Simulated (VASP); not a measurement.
# PbO (zincblende type) (F-43m) in VASP: relaxation of cell and atoms with r2SCAN

Aim: the relaxation of cell and atoms of PbO (zincblende type) with r2SCAN.

All numbers are computed with VASP 6.6.1; they aren't measurements. Logs are shortened: lines on timing, memory, paths and dates and some standing lists are left out, and cuts for length are marked.

### Step 1. The cell of the first run

The structure is cubic, space group F-43m (No. 216). The conventional cell has a = 4.755 Å, b = 4.755 Å, c = 4.755 Å, α = 90.00°, β = 90.00°, γ = 90.00°. Within 2.7 Å of Pb (site symmetry -43m) lie 4 O at 2.06 Å. Within 2.7 Å of O (site symmetry -43m) lie 4 Pb at 2.06 Å.

### Step 2. Relaxation of cell and atoms, r2SCAN, target pressure 58 GPa, at which the enthalpy is minimised

The input, POSCAR:

```
PbO
1.0
    0.0000000000      2.3775773387      2.3775773387
    2.3775773387      0.0000000000      2.3775773387
    2.3775773387      2.3775773387      0.0000000000
Pb O
1 1
Direct
    0.0000000000      0.0000000000      0.0000000000
    0.2500000000      0.2500000000      0.2500000000
```

The input, INCAR.step1:

```
SYSTEM = PbO
PREC = Accurate
ENCUT = 600
ISMEAR = -1
SIGMA = 0.08
LREAL = .False.
LASPH = .True.
NELM = 80
GGA = PE
ALGO = Normal
EDIFF = 1E-4
LWAVE = .True.
LCHARG = .False.
```

The input, INCAR.step2:

```
SYSTEM = PbO
PREC = Accurate
ENCUT = 600
EDIFF = 1E-6
ISMEAR = -1
SIGMA = 0.08
LREAL = .False.
LASPH = .True.
NELM = 80
ALGO = Normal
ISIF = 3
LWAVE = .False.
LCHARG = .False.
METAGGA = R2SCAN
LMIXTAU = .True.
IBRION = 2
NSW = 60
EDIFFG = -0.005
PSTRESS = 580.0
ISTART = 1
```

The input, KPOINTS:

```
regular mesh
0
Gamma
  15 15 15
  0 0 0
```

Potentials or basis: VASP PAW PBE potentials, release 64 (Pb_d, O).

Run with:

```bash
cat potpaw_PBE.64/Pb_d/POTCAR potpaw_PBE.64/O/POTCAR > POTCAR
cp INCAR.step1 INCAR
mpirun -np 1 vasp_std > vasp.out
cp INCAR.step2 INCAR
mpirun -np 1 vasp_std > vasp.out
```

OUTCAR:

```text
SYSTEM = PbO
   PREC = Accurate
   ENCUT = 600
   EDIFF = 1E-6
   ISMEAR = -1
   LREAL = .False.
   LASPH = .True.
   NELM = 80
   ISIF = 3
   METAGGA = R2SCAN
   IBRION = 2
   NSW = 60
   EDIFFG = -0.005
   PSTRESS = 580.0
   ISTART = 1

 ion  position               nearest neighbor table
   1  0.000  0.000  0.000-   2 2.06   2 2.06   2 2.06   2 2.06
   2  0.250  0.250  0.250-   1 2.06   1 2.06   1 2.06   1 2.06

  LATTYP: Found a face centered cubic cell.
 ALAT       =     4.7551546774

  Lattice vectors:

 A1 = (   0.0000000000,   2.3775773387,   2.3775773387)
 A2 = (   2.3775773387,   0.0000000000,   2.3775773387)
 A3 = (   2.3775773387,   2.3775773387,   0.0000000000)

Analysis of symmetry for initial positions (statically):
=====================================================================
 Subroutine PRICEL returns:
 Original cell was already a primitive cell.

 Routine SETGRP: Setting up the symmetry group for a
 face centered cubic supercell.

 Subroutine GETGRP returns: Found 24 space group operations
 (whereof 24 operations were pure point group operations)
 out of a pool of 48 trial point group operations.

The static configuration has the point symmetry T_d .

Analysis of symmetry for dynamics (positions and initial velocities):
=====================================================================
 Subroutine PRICEL returns:
 Original cell was already a primitive cell.

 Routine SETGRP: Setting up the symmetry group for a
 face centered cubic supercell.

 Subroutine GETGRP returns: Found 24 space group operations
 (whereof 24 operations were pure point group operations)
 out of a pool of 48 trial point group operations.

The dynamic configuration has the point symmetry T_d .

 Subroutine INISYM returns: Found 24 space group operations
 (whereof 24 operations are pure point group operations),
 and found     1 'primitive' translations

----------------------------------------------------------------------------------------

                                     Primitive cell

  volume of cell :      26.8803

  direct lattice vectors                    reciprocal lattice vectors
     0.000000000  2.377577339  2.377577339    -0.210298101  0.210298101  0.210298101
     2.377577339  0.000000000  2.377577339     0.210298101 -0.210298101  0.210298101
     2.377577339  2.377577339  0.000000000     0.210298101  0.210298101 -0.210298101

  length of vectors
     3.362402118  3.362402118  3.362402118     0.364246996  0.364246996  0.364246996

  position of ions in fractional coordinates (direct lattice)
     0.000000000  0.000000000  0.000000000
     0.250000000  0.250000000  0.250000000

  ion indices of the primitive-cell ions
   primitive index   ion index
                 1           1
                 2           2

----------------------------------------------------------------------------------------

 KPOINTS: regular mesh

Automatic generation of k-mesh.
 Grid dimensions read from file:
 generate k-points for:   15   15   15

 Generating k-lattice:

  Cartesian coordinates                     Fractional coordinates (reciprocal lattice)
    -0.014019873  0.014019873  0.014019873     0.066666667  0.000000000  0.000000000
     0.014019873 -0.014019873  0.014019873     0.000000000  0.066666667  0.000000000
     0.014019873  0.014019873 -0.014019873     0.000000000  0.000000000  0.066666667

  Length of vectors
     0.024283133  0.024283133  0.024283133

  Shift w.r.t. Gamma in fractional coordinates (k-lattice)
     0.000000000  0.000000000  0.000000000

 Subroutine IBZKPT returns following result:
 ===========================================

 Found    120 irreducible k-points:

 Following reciprocal coordinates:
            Coordinates               Weight
  0.000000  0.000000  0.000000      1.000000
  0.066667  0.000000  0.000000      8.000000
  0.133333  0.000000  0.000000      8.000000
  0.200000  0.000000  0.000000      8.000000
  0.266667  0.000000  0.000000      8.000000
  0.333333  0.000000  0.000000      8.000000
[... 16 lines left out ...]
  0.133333  0.133333  0.000000      6.000000
  0.200000  0.133333  0.000000     24.000000
 [... further k-points ...]
   k-points           NKPTS =    120   k-points in BZ     NKDIM =    120   number of bands    NBANDS=     14
   number of dos      NEDOS =    301   number of ions     NIONS =      2
   total plane-waves  NPLWV =  21952
   dimension x,y,z NGX =    28 NGY =   28 NGZ =   28
   dimension x,y,z NGXF=    56 NGYF=   56 NGZF=   56
   ions per type =               1   1
   NGX,Y,Z   is equivalent  to a cutoff of  13.84, 13.84, 13.84 a.u.
   NGXF,Y,Z  is equivalent  to a cutoff of  27.69, 27.69, 27.69 a.u.
 SYSTEM =  PbO
   PREC   = accura    normal or accurate (medium, high low for compatibility)
   ISTART =      1    job   : 0-new  1-cont  2-samecut
   ICHARG =      0    charge: 1-file 2-atom 10-const
   ISPIN  =      1    spin polarized calculation?
   LNONCOLLINEAR =      F non collinear calculations
   LSORBIT =      F    spin-orbit coupling
   LASPH  =      T    aspherical Exc in radial PAW
   ENCUT  =  600.0 eV  44.10 Ry    6.64 a.u.   6.72  6.72  6.72*2*pi/ulx,y,z
   NELM   =     80;   NELMIN=  2; NELMDL=  0     # of ELM steps
   EDIFF  = 0.1E-05   stopping-criterion for ELM
   LREAL  =      F    real-space projection
   EDIFFG = -.5E-02   stopping-criterion for IOM
   NSW    =     60    number of steps for IOM
   IBRION =      2    ionic relax: 0-MD 1-quasi-New 2-CG
   NFREE  =      1    steps in history (QN), initial steepest desc. (CG)
   ISIF   =      3    stress and relaxation
   ISYM   =      2    0-nonsym 1-usesym 2-fastsym
   POTIM  = 0.5000    time-step for ionic-motion
   TEBEG  =    0.0;   TEEND  =   0.0 temperature during run
   PSTRESS=  580.0 pullay stress
   NELECT =      20.0000    total number of electrons
   NUPDOWN=      -1.0000    fix difference up-down
   EMIN   =  10.00;   EMAX   =-10.00  energy-range for DOS
   EFERMI =   0.00;   METHOD = LEGACY
   ISMEAR =    -1;   SIGMA  =   0.08  broadening in eV -4-tet -1-fermi 0-gaus
   EFERMI_NEDOS =   21; number of points for ismear=-14 and -15
   IALGO  =     38    algorithm
   IMIX   =      4    mixing-type and parameters
     AMIX     =   0.40;   BMIX     =  1.00
     AMIX_MAG =   1.60;   BMIX_MAG =  1.00
  volume/ion in A,a.u.               =      13.44        90.70
  Fermi-wavevector in a.u.,A,eV,Ry     =   1.483452  2.803318 29.941388  2.200630
  Thomas-Fermi vector in A             =   2.597112
   LORBIT       =      0    0 simple, 1 ext, 2 COOP (PROOUT), +10 PAW based schemes
   METAGGA = R2SCAN    functional components
   LHFCALC =     F    Hartree Fock is set to
   AEXX    =    0.0000 exact exchange contribution
   IVDW    =     0    specifies the selected vdW correction
   LEPSILON=     F    determine dielectric tensor
   LRPA    =     F    only Hartree local field effects (RPA)
 conjugate gradient relaxation of ions
 non-spin polarized calculation
  energy-cutoff  :      600.00
  volume of cell :       26.88
 maximum number of plane-waves:       914
   NGX = 13   NGY = 13   NGZ = 13

--------------------------------------- Ionic step        1  -------------------------------------------

 number of electron      19.9999998 magnetization

 Free energy of the ion-electron system (eV)
  ---------------------------------------------------
  ext. energy  EPLUGINS =         0.00000000
  ---------------------------------------------------
  free energy    TOTEN  =       -60.82618133 eV

  energy without entropy =      -60.81914759  energy(sigma->0) =      -60.82266446

------------------------ aborting loop because EDIFF is reached ----------------------------------------

  FORCE on cell =-STRESS in cart. coord.  units (eV):
  Direction    XX          YY          ZZ          XY          YZ          ZX
  --------------------------------------------------------------------------------------
  -------------------------------------------------------------------------------------
  Total       15.7497418     15.7497418     15.7497418      0.0000000     -0.0000000      0.0000000
  in kB      938.7502532    938.7502532    938.7502532      0.0000000     -0.0000000      0.0000000
  external PRESSURE =     358.7502532 kB  Pullay stress =     580.0000000 kB
[... 61 lines left out ...]
  enthalpy is  TOTEN    =       -49.4532882553 eV   P V=       14.6142465415

--------------------------------------- Ionic step        3  -------------------------------------------

 number of electron      20.0000003 magnetization

 E-fermi :   9.8968     XC(G=0): -12.0136

 val. band max:        9.8864434393   @ k =   0.4667   0.4667   0.0000
 cond. band min:       9.9248207660   @ k =  -0.4000   0.4667   0.0667
 fundamental gap:      0.0383773266
 Fermi energy:         9.8967899476

 k-point     1 :       0.0000    0.0000    0.0000
  band No.  band energies     occupation
      1     -12.9928      2.00000
      2      -8.7029      2.00000
      3      -8.7029      2.00000
      4      -8.7029      2.00000
      5      -8.2342      2.00000
      6      -8.2342      2.00000
      7       2.0656      2.00000
      8       5.1615      2.00000
      9       5.1615      2.00000
     10       5.1615      2.00000
     11      16.1357      0.00000
     12      16.1357      0.00000
     13      16.1357      0.00000
     14      20.6745      0.00000
[... 420 lines left out ...]
  FREE ENERGIE OF THE ION-ELECTRON SYSTEM (eV)
  ---------------------------------------------------
  free  energy   TOTEN  =       -62.4567606759 eV

  energy  without entropy=      -62.4500018560  energy(sigma->0) =      -62.45338127

  enthalpy is  TOTEN    =       -51.4194422234 eV   P V=       11.0373184525

[... ionic steps 4 to 15 ...]

--------------------------------------- Ionic step       16  -------------------------------------------

 number of electron      20.0000004 magnetization

------------------------ aborting loop because EDIFF is reached ----------------------------------------

  FORCE on cell =-STRESS in cart. coord.  units (eV):
  Direction    XX          YY          ZZ          XY          YZ          ZX
  --------------------------------------------------------------------------------------
  -------------------------------------------------------------------------------------
  Total       10.9221812     10.9221812     10.9221812      0.0000000     -0.0000000     -0.0000000
  in kB      582.4839142    582.4839142    582.4839142      0.0000000     -0.0000000     -0.0000000
  external PRESSURE =       2.4839142 kB  Pullay stress =     580.0000000 kB
[... 61 lines left out ...]
  enthalpy is  TOTEN    =       -51.4243372459 eV   P V=       10.8791048890

--------------------------------------- Ionic step       18  -------------------------------------------

 number of electron      20.0000004 magnetization

 Free energy of the ion-electron system (eV)
  ---------------------------------------------------
  ext. energy  EPLUGINS =         0.00000000
  ---------------------------------------------------
  free energy    TOTEN  =       -62.31044669 eV

  energy without entropy =      -62.30364805  energy(sigma->0) =      -62.30704737

 E-fermi :  10.1432     XC(G=0): -12.1010

 val. band max:       10.1402055635   @ k =   0.4667   0.4667   0.0000
 cond. band min:      10.1588302954   @ k =  -0.4000   0.4667   0.0667
 fundamental gap:      0.0186247319
 Fermi energy:        10.1431927127

 k-point     1 :       0.0000    0.0000    0.0000
  band No.  band energies     occupation
      1     -12.9439      2.00000
      2      -8.5549      2.00000
      3      -8.5549      2.00000
      4      -8.5549      2.00000
      5      -8.0619      2.00000
      6      -8.0619      2.00000
      7       2.2658      2.00000
      8       5.3098      2.00000
      9       5.3098      2.00000
     10       5.3098      2.00000
     11      16.4001      0.00000
     12      16.4001      0.00000
     13      16.4001      0.00000
     14      21.0231      0.00000
[... 420 lines left out ...]
  FREE ENERGIE OF THE ION-ELECTRON SYSTEM (eV)
  ---------------------------------------------------
  free  energy   TOTEN  =       -62.3104466867 eV

  energy  without entropy=      -62.3036480527  energy(sigma->0) =      -62.30704737

  enthalpy is  TOTEN    =       -51.4243402254 eV   P V=       10.8861064613

 reached required accuracy - stopping structural energy minimisation
```

It took 14 min on 1 thread of Intel Xeon 6975P-C (Granite Rapids), shared host; peak memory 0.22 GiB.

What came out:

* Free energy: -62.3104 eV
* Relaxed volume: 15.04 Å³/atom
* Relaxed cell: a = 3.491 Å, b = 3.491 Å, c = 3.491 Å, α = 60.00°, β = 60.00°, γ = 60.00°
* Space group after relaxing (to 0.1 Å): F-43m (No. 216)
* Energy change on relaxing (the run minimises the enthalpy): -742.1 meV/atom
* Ionic steps: 18
* Pressure after relaxing: 58.0 GPa
* Band gap on the k mesh: zero (bands 10 and 11 overlap by 0.05 eV)

Step by step:
```csv
step,energy change (eV),largest force (eV/Å),pressure (GPa),volume (Å³)
1,0.0000,0.0000,93.88,26.88
2,-3.2414,0.0000,7.03,40.37
3,-1.6306,0.0000,54.29,30.49
4,-1.4931,0.0000,57.72,30.10
5,-1.4689,0.0000,58.29,30.03
6,-1.4692,0.0000,58.32,30.03
7,-1.4702,0.0000,58.31,30.03
8,-1.4703,0.0000,58.29,30.03
9,-1.4703,0.0000,58.29,30.03
10,-1.4703,0.0000,58.29,30.03
11,-1.4703,0.0000,58.28,30.03
12,-1.4705,0.0000,58.28,30.03
13,-1.4707,0.0000,58.29,30.03
14,-1.4711,0.0000,58.29,30.04
15,-1.4720,0.0000,58.26,30.04
16,-1.4738,0.0000,58.25,30.04
17,-1.4773,0.0000,58.13,30.05
18,-1.4843,0.0000,57.98,30.07
```

Final structure:
```xyz
2
Lattice="0.0000 2.4682 2.4682 2.4682 0.0000 2.4682 2.4682 2.4682 0.0000" Properties=species:S:1:pos:R:3 pbc="T T T"
Pb    0.0000    0.0000    0.0000
O     1.2341    1.2341    1.2341
```

Levels at points of the mesh, in eV from the Fermi level:
```tsv
k point	band 7	band 8	band 9	band 10	band 11	band 12	band 13	band 14
(0.00, 0.00, 0.00)	-7.88	-4.83	-4.83	-4.83	6.26	6.26	6.26	10.88
```

Caveat: the cell is relaxed towards a set pressure, so the run minimises the enthalpy, not the energy; semilocal functionals underestimate gaps, and a narrow one can read as zero; the PAW data sets were made with another functional, which shifts forces and pressure a little; spin-orbit coupling is left out, which moves the levels of the heavy elements.
